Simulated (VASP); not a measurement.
# Ti2Al6H in VASP: further runs

Runs on Ti2Al6H. Level: PBE+D3(BJ). Tasks: single point.

Program: VASP 6.6.1. These are calculated values, not measurements. Logs are shortened: lines on timing, memory, paths and dates and some standing lists are left out, and cuts for length are marked.

## Step 1: The cell of the first run

The cell holds a slab with vacuum, 9 atoms: a = 5.024 Å, b = 5.024 Å, c = 21.219 Å, α = 90.00°, β = 90.00°, γ = 64.55°.

## Step 2: Single point, PBE+D3(BJ)

INCAR

```
PREC = Accurate ; ENCUT = 520
EDIFF = 1E-6 ; ISMEAR = 0
SIGMA = 0.1 ; LREAL = F
LASPH = T ; NELM = 100
ALGO = Normal ; ISIF = 2
LWAVE = F ; LCHARG = T
LDIPOL = T ; IDIPOL = 3
DIPOL = 0.5 0.5 0.312 ; GGA = PE
IVDW = 12 ; LELF = T
LVHAR = T ; LVACPOTAV = T
NBANDS = 32
```

KPOINTS

```
Automatic mesh
0
Gamma
  6 6 1
```

POSCAR

```
Ti2Al6H
1.0
    5.0241861190      0.0000000000      0.0000000000
    2.1588814530      4.5367033218      0.0000000000
    0.0000000000      0.0000000000     21.2187109014
Al Ti H
6 2 1
Direct
    0.5000000000      0.0000000000      0.1885128658
    0.0000000000      0.5000000000      0.1885128658
    0.0000000000      0.0000000000      0.2517328341
    0.0000000000      0.5000000000      0.3193548961
    0.5000000000      0.0000000000      0.3193548961
    0.5000000000      0.5000000000      0.3826203646
    0.5000000000      0.5000000000      0.2517328341
    0.0000000000      0.0000000000      0.3797002555
    0.8333333333      0.8333333333      0.5287178356
```

Potentials or basis: VASP PAW PBE potentials, release 64 (Al, Ti_sv, H).

On the command line:

```sh
> cat potpaw_PBE.64/Al/POTCAR potpaw_PBE.64/Ti_sv/POTCAR potpaw_PBE.64/H/POTCAR > POTCAR
> mpirun -np 1 vasp_std > vasp.out
```

OUTCAR:

```text
PREC = Accurate
   ENCUT = 520
   EDIFF = 1E-6
   ISMEAR = 0
   LREAL = F
   LASPH = T
   NELM = 100
   ISIF = 2
   GGA = PE
   IVDW = 12
 IVDW          = 12

 ion  position               nearest neighbor table
   1  0.500  0.000  0.189-   2 2.68   2 2.68   5 2.78   7 2.85   7 2.85   3 2.85   3 2.85
   2  0.000  0.500  0.189-   1 2.68   1 2.68   4 2.78   3 2.85   3 2.85   7 2.85   7 2.85
   3  0.000  0.000  0.252-   7 2.68   7 2.68   8 2.72   2 2.85   2 2.85   1 2.85   1 2.85   4 2.89
                             4 2.89   5 2.89   5 2.89
   4  0.000  0.500  0.319-   5 2.68   5 2.68   2 2.78   8 2.82   8 2.82   6 2.85   6 2.85   3 2.89
                             3 2.89   7 2.89   7 2.89
   5  0.500  0.000  0.319-   4 2.68   4 2.68   1 2.78   8 2.82   8 2.82   6 2.85   6 2.85   7 2.89
                             7 2.89   3 2.89   3 2.89
   6  0.500  0.500  0.383-   8 2.68   8 2.68   7 2.78   5 2.85   5 2.85   4 2.85   4 2.85
   7  0.500  0.500  0.252-   3 2.68   3 2.68   6 2.78   1 2.85   1 2.85   2 2.85   2 2.85   5 2.89
                             5 2.89   4 2.89   4 2.89
   8  0.000  0.000  0.380-   6 2.68   6 2.68   3 2.72   4 2.82   4 2.82   5 2.82   5 2.82
   9  0.833  0.833  0.529-

  LATTYP: Found a base centered orthorhombic cell.
 ALAT       =     5.3657849248
 B/A-ratio  =     1.5833231892
 C/A-ratio  =     3.9544467769

  Lattice vectors:

 A1 = (  -2.1588814530,  -4.5367033218,   0.0000000000)
 A2 = (   5.0241861190,   0.0000000000,   0.0000000000)
 A3 = (   0.0000000000,   0.0000000000,  21.2187109014)

Analysis of symmetry for initial positions (statically):
=====================================================================
 Subroutine PRICEL returns:
 Original cell was already a primitive cell.

 Routine SETGRP: Setting up the symmetry group for a
 base centered orthorhombic supercell.

 Subroutine GETGRP returns: Found  2 space group operations
 (whereof  2 operations were pure point group operations)
 out of a pool of  8 trial point group operations.

The static configuration has the point symmetry C_1h.

Analysis of symmetry for dynamics (positions and initial velocities):
=====================================================================
 Subroutine PRICEL returns:
 Original cell was already a primitive cell.

 Routine SETGRP: Setting up the symmetry group for a
 base centered orthorhombic supercell.

 Subroutine GETGRP returns: Found  2 space group operations
 (whereof  2 operations were pure point group operations)
 out of a pool of  8 trial point group operations.

The dynamic configuration has the point symmetry C_1h.

 Subroutine INISYM returns: Found  2 space group operations
 (whereof  2 operations are pure point group operations),
 and found     1 'primitive' translations

----------------------------------------------------------------------------------------

                                     Primitive cell

  volume of cell :     483.6432

  direct lattice vectors                    reciprocal lattice vectors
     5.024186119  0.000000000  0.000000000     0.199037212 -0.094715858  0.000000000
     2.158881453  4.536703322  0.000000000     0.000000000  0.220424376  0.000000000
     0.000000000  0.000000000 21.218710901     0.000000000  0.000000000  0.047128216

  length of vectors
     5.024186119  5.024186119 21.218710901     0.220424376  0.220424376  0.047128216

  position of ions in fractional coordinates (direct lattice)
     0.500000000  0.000000000  0.188512866
     1.000000000  0.500000000  0.188512866
     0.000000000  0.000000000  0.251732834
     1.000000000  0.500000000  0.319354896
     0.500000000  0.000000000  0.319354896
     0.500000000  0.500000000  0.382620365
     0.500000000  0.500000000  0.251732834
     0.000000000  0.000000000  0.379700255
     0.833333333  0.833333333  0.528717836

  ion indices of the primitive-cell ions
   primitive index   ion index
                 1           1
                 2           2
                 3           3
                 4           4
                 5           5
                 6           6
                 7           7
                 8           8
                 9           9

----------------------------------------------------------------------------------------

 KPOINTS: Automatic mesh

Automatic generation of k-mesh.
 Grid dimensions read from file:
 generate k-points for:    6    6    1

 Generating k-lattice:

  Cartesian coordinates                     Fractional coordinates (reciprocal lattice)
     0.033172869 -0.015785976  0.000000000     0.166666667 -0.000000000  0.000000000
     0.000000000  0.036737396  0.000000000     0.000000000  0.166666667  0.000000000
     0.000000000  0.000000000  0.047128216     0.000000000  0.000000000  1.000000000

  Length of vectors
     0.036737396  0.036737396  0.047128216

  Shift w.r.t. Gamma in fractional coordinates (k-lattice)
     0.000000000  0.000000000  0.000000000

 Subroutine IBZKPT returns following result:
 ===========================================

 Found     13 irreducible k-points:

 Following reciprocal coordinates:
            Coordinates               Weight
  0.000000  0.000000  0.000000      1.000000
  0.166667  0.000000  0.000000      4.000000
  0.333333  0.000000  0.000000      4.000000
  0.500000  0.000000  0.000000      2.000000
  0.166667  0.166667  0.000000      2.000000
  0.333333  0.166667  0.000000      4.000000
  0.500000  0.166667  0.000000      4.000000
 -0.333333  0.166667  0.000000      4.000000
 -0.166667  0.166667  0.000000      2.000000
  0.333333  0.333333  0.000000      2.000000
  0.500000  0.333333  0.000000      4.000000
 -0.333333  0.333333  0.000000      2.000000
  0.500000  0.500000  0.000000      1.000000
   k-points           NKPTS =     13   k-points in BZ     NKDIM =     13   number of bands    NBANDS=     32
   number of dos      NEDOS =    301   number of ions     NIONS =      9
   total plane-waves  NPLWV = 256000
   dimension x,y,z NGX =    40 NGY =   40 NGZ =  160
   dimension x,y,z NGXF=    80 NGYF=   80 NGZF=  320
   ions per type =               6   2   1
   NGX,Y,Z   is equivalent  to a cutoff of  13.24, 13.24, 12.54 a.u.
   NGXF,Y,Z  is equivalent  to a cutoff of  26.47, 26.47, 25.07 a.u.
 SYSTEM =  unknown system
   PREC   = accura    normal or accurate (medium, high low for compatibility)
   ISTART =      0    job   : 0-new  1-cont  2-samecut
   ICHARG =      2    charge: 1-file 2-atom 10-const
   ISPIN  =      1    spin polarized calculation?
   LNONCOLLINEAR =      F non collinear calculations
   LSORBIT =      F    spin-orbit coupling
   LASPH  =      T    aspherical Exc in radial PAW
   ENCUT  =  520.0 eV  38.22 Ry    6.18 a.u.   9.34  9.34 39.45*2*pi/ulx,y,z
   NELM   =    100;   NELMIN=  2; NELMDL= -5     # of ELM steps
   EDIFF  = 0.1E-05   stopping-criterion for ELM
   LREAL  =      F    real-space projection
   EDIFFG = 0.1E-04   stopping-criterion for IOM
   NSW    =      0    number of steps for IOM
   IBRION =     -1    ionic relax: 0-MD 1-quasi-New 2-CG
   NFREE  =      0    steps in history (QN), initial steepest desc. (CG)
   ISIF   =      2    stress and relaxation
   ISYM   =      2    0-nonsym 1-usesym 2-fastsym
   POTIM  = 0.5000    time-step for ionic-motion
   TEBEG  =    0.0;   TEEND  =   0.0 temperature during run
   PSTRESS=    0.0 pullay stress
   NELECT =      43.0000    total number of electrons
   NUPDOWN=      -1.0000    fix difference up-down
   EMIN   =  10.00;   EMAX   =-10.00  energy-range for DOS
   EFERMI =   0.00;   METHOD = LEGACY
   ISMEAR =     0;   SIGMA  =   0.10  broadening in eV -4-tet -1-fermi 0-gaus
   EFERMI_NEDOS =   21; number of points for ismear=-14 and -15
   IALGO  =     38    algorithm
   IMIX   =      4    mixing-type and parameters
     AMIX     =   0.40;   BMIX     =  1.00
     AMIX_MAG =   1.60;   BMIX_MAG =  1.00
  volume/ion in A,a.u.               =      53.74       362.64
  Fermi-wavevector in a.u.,A,eV,Ry     =   0.730672  1.380770  7.263905  0.533882
  Thomas-Fermi vector in A             =   1.822700
   LORBIT       =      0    0 simple, 1 ext, 2 COOP (PROOUT), +10 PAW based schemes
   GGA     = PE    functional components
   LHFCALC =     F    Hartree Fock is set to
   AEXX    =    0.0000 exact exchange contribution
   IVDW    =    12    specifies the selected vdW correction
   LEPSILON=     F    determine dielectric tensor
   LRPA    =     F    only Hartree local field effects (RPA)
 non-spin polarized calculation
 Gauss-broadening in eV      SIGMA  =   0.10
  energy-cutoff  :      520.00
  volume of cell :      483.64
 maximum number of plane-waves:     13072
 NGX is ok and might be reduce to    40
   NGX = 19   NGY = 19   NGZ = 79

 dipolmoment           0.000000      0.000000     -0.134125 electrons x Angstroem

 number of electron      43.0000009 magnetization

 dipolmoment           0.000000      0.000000      0.282824 electrons x Angstroem

 Free energy of the ion-electron system (eV)
  ---------------------------------------------------
  ext. energy  EPLUGINS =         0.00000000
  ---------------------------------------------------
  free energy    TOTEN  =       -36.93672384 eV

  energy without entropy =      -36.89936343  energy(sigma->0) =      -36.91804364

 E-fermi :  -1.5709     XC(G=0):  -4.0939

 val. band max:       -1.5855861267   @ k =   0.5000   0.0000   0.0000
 cond. band min:      -1.5577131826   @ k =  -0.1667   0.1667   0.0000
 fundamental gap:      0.0278729441
 Fermi energy:        -1.5709478638

 k-point     1 :       0.0000    0.0000    0.0000
  band No.  band energies     occupation
      1     -58.5335      2.00000
      2     -58.1676      2.00000
      3     -34.9217      2.00000
      4     -34.8244      2.00000
      5     -34.6750      2.00000
      6     -34.5636      2.00000
[... 24 lines left out ...]
     31       1.0272      0.00000
     32       1.2773      0.00000
[... 389 lines left out ...]
      2     -58.1676      2.00000
      3     -34.9216      2.00000
      4     -34.8254      2.00000
      5     -34.6754      2.00000
      6     -34.5633      2.00000
[... 24 lines left out ...]
     31       1.7306      0.00000
     32       1.8027      0.00000

------------------------ aborting loop because EDIFF is reached ----------------------------------------

 Edisp (eV)   -2.02150

 E8    (eV) :    -0.9629

  FORCE on cell =-STRESS in cart. coord.  units (eV):
  Direction    XX          YY          ZZ          XY          YZ          ZX
  --------------------------------------------------------------------------------------
  -------------------------------------------------------------------------------------
  Total      -4.89491    -2.99587    -3.60909    -1.99534     0.21745     0.34429
  in kB     -16.21551    -9.92448   -11.95593    -6.61002     0.72034     1.14054
  external pressure =      -12.70 kB  Pullay stress =        0.00 kB

 VOLUME and BASIS-vectors are now :
 -----------------------------------------------------------------------------
  energy-cutoff  :      520.00
  volume of cell :      483.64
      direct lattice vectors                 reciprocal lattice vectors
     5.024186119  0.000000000  0.000000000     0.199037212 -0.094715858  0.000000000
     2.158881453  4.536703322  0.000000000     0.000000000  0.220424376  0.000000000
     0.000000000  0.000000000 21.218710901     0.000000000  0.000000000  0.047128216

 POSITION                                       TOTAL-FORCE (eV/Angst)
 -----------------------------------------------------------------------------------
      2.51209      0.00000      4.00000         0.003446      0.006042      0.494930
      1.07944      2.26835      4.00000         0.006936      0.000515      0.494930
      0.00000      0.00000      5.34145         0.007262      0.004587     -0.565238
      1.07944      2.26835      6.77630         0.025388      0.008173     -0.036289
      2.51209      0.00000      6.77630         0.018290      0.019413     -0.036289
      3.59153      2.26835      8.11871        -0.039816     -0.025147      0.197129
      3.59153      2.26835      5.34145         0.013808      0.008721     -0.529208
      0.00000      0.00000      8.05675        -0.194125     -0.122606      0.816039
      5.98589      3.78059     11.21871         0.158811      0.100302     -0.836005
 -----------------------------------------------------------------------------------
    total drift:                                0.000030      0.000019     -0.000190

  FREE ENERGIE OF THE ION-ELECTRON SYSTEM (eV)
  ---------------------------------------------------
  free  energy   TOTEN  =       -38.9582252519 eV

  energy  without entropy=      -38.9208648488  energy(sigma->0) =      -38.93954505

 vacuum level on the upper side and lower side of the slab         4.870         2.624
```

Run time: 16 min. Hardware: 1 thread of Intel Xeon 8259CL, shared host; peak memory 0.64 GiB.

Results:

| Property | Result |
| --- | --- |
| Free energy | -38.9582 eV |
| Largest force | 0.857 eV/Å |
| Band gap on the k mesh | zero (an odd number of electrons rules out a gap without spin polarisation) |
| Dispersion energy per atom | -0.225 eV |

Forces on the atoms (eV/Å):
```
Al   0.003  0.006  0.495
Al   0.007  0.001  0.495
Al   0.007  0.005 -0.565
Al   0.025  0.008 -0.036
Al   0.018  0.019 -0.036
Al  -0.040 -0.025  0.197
Ti   0.014  0.009 -0.529
Ti  -0.194 -0.123  0.816
H    0.159  0.100 -0.836
```

Levels at points of the mesh, in eV from the Fermi level:
| k point | band 18 | band 19 | band 20 | band 21 | band 22 | band 23 | band 24 | band 25 | band 26 | band 27 |
| --- | --- | --- | --- | --- | --- | --- | --- | --- | --- | --- |
| (0.00, 0.00, 0.00) | -1.08 | -1.03 | -0.91 | -0.44 | -0.19 | -0.15 | 0.64 | 0.92 | 1.64 | 1.83 |
| (0.50, 0.00, 0.00) | -0.63 | -0.52 | -0.26 | -0.09 | -0.01 | 0.30 | 0.79 | 0.99 | 1.23 | 1.47 |
| (0.50, 0.50, 0.00) | -0.76 | -0.36 | -0.13 | 0.22 | 0.34 | 0.54 | 0.55 | 0.66 | 0.81 | 1.30 |

## Step 3: Single point, PBE+D3(BJ)

INCAR

```
ALGO = Normal
DIPOL = 0.5 0.5 0.312
EDIFF = 1E-6
ENCUT = 520
GGA = PE
IDIPOL = 3
ISIF = 2
ISMEAR = 0
IVDW = 12
LASPH = T
LCHARG = F
LDIPOL = T
LREAL = F
LWAVE = F
NBANDS = 32
NELM = 60
PREC = Accurate
SIGMA = 0.1
```

KPOINTS

```
k-points
0
Gamma
  6 6 1
```

Edit POSCAR of step 2 so:

```diff
@@ -16,2 +16,2 @@
     0.0000000000      0.0000000000      0.3797002555
-    0.8333333333      0.8333333333      0.5287178356
+    0.8333333333      1.1666666667      0.5287178356
```

Potentials or basis: VASP PAW PBE potentials, release 64 (Al, Ti_sv, H).

On the command line:

```sh
> cat potpaw_PBE.64/Al/POTCAR potpaw_PBE.64/Ti_sv/POTCAR potpaw_PBE.64/H/POTCAR > POTCAR
> mpirun -np 1 vasp_std > vasp.out
```

Wall time 13 min (1 thread of Intel Xeon 8259CL, shared host); peak memory 0.64 GiB.

It converged, with:

```yaml
Free_energy: -39.1504 eV
Largest_force: 1.124 eV/Å
Band_gap_on_the_k_mesh: zero (an odd number of electrons rules out a gap without spin polarisation)
Dispersion_energy_per_atom: -0.225 eV
```

Forces on the atoms (eV/Å):
```
Al  -0.007  0.005  0.525
Al  -0.002  0.009  0.525
Al   0.011 -0.018 -0.548
Al  -0.016 -0.005 -0.033
Al   0.012  0.012 -0.033
Al   0.073 -0.115  0.236
Ti   0.019 -0.030 -0.521
Ti  -0.099  0.156  0.973
H    0.009 -0.014 -1.124
```

Levels at points of the mesh, in eV from the Fermi level:
| k point | band 19 | band 20 | band 21 | band 22 | band 23 | band 24 |
| --- | --- | --- | --- | --- | --- | --- |
| (0.00, 0.00, 0.00) | -1.02 | -0.94 | -0.43 | -0.27 | -0.15 | 0.68 |
| (0.50, 0.00, 0.00) | -0.58 | -0.23 | -0.11 | 0.03 | 0.31 | 0.81 |
| (0.50, 0.50, 0.00) | -0.34 | -0.26 | 0.28 | 0.40 | 0.50 | 0.55 |

The gap in the log of VASP goes by the Fermi energy; the results here count the filled bands.